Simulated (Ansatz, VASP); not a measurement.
# Cu: VASP beside Ansatz

```
Cu
1.0
     0.00000    1.80750    1.80750
     1.80750    0.00000    1.80750
     1.80750    1.80750    0.00000
Cu
1
Cartesian
  0.0000 0.0000 0.0000
```

Alike in both runs: task single point; functional r2SCAN; k mesh 10 × 10 × 10; occupations fermi-dirac, width 0.15 eV; no spin polarisation.

|  | VASP | Ansatz |
| --- | --- | --- |
| version | VASP 6.6.1 | Ansatz 0.2.0 |
| potentials or method | VASP PAW PBE potentials, release 64 (Cu) | plane waves, PAW |
| plane-wave cutoff (eV) | 660 | 500 |
| valence electrons in the cell | 11 | 19 |

```tsv
	VASP	Ansatz	Ansatz less VASP
pressure (GPa)	-4.2	-4.6	-0.45
```

VASP's potentials were made for PBE, not for r2SCAN. VASP's potentials hold 11 valence electrons a cell and Ansatz's 19, so a difference there can come from the potentials and not from the codes. Ansatz's warnings: stress scf threshold loose.
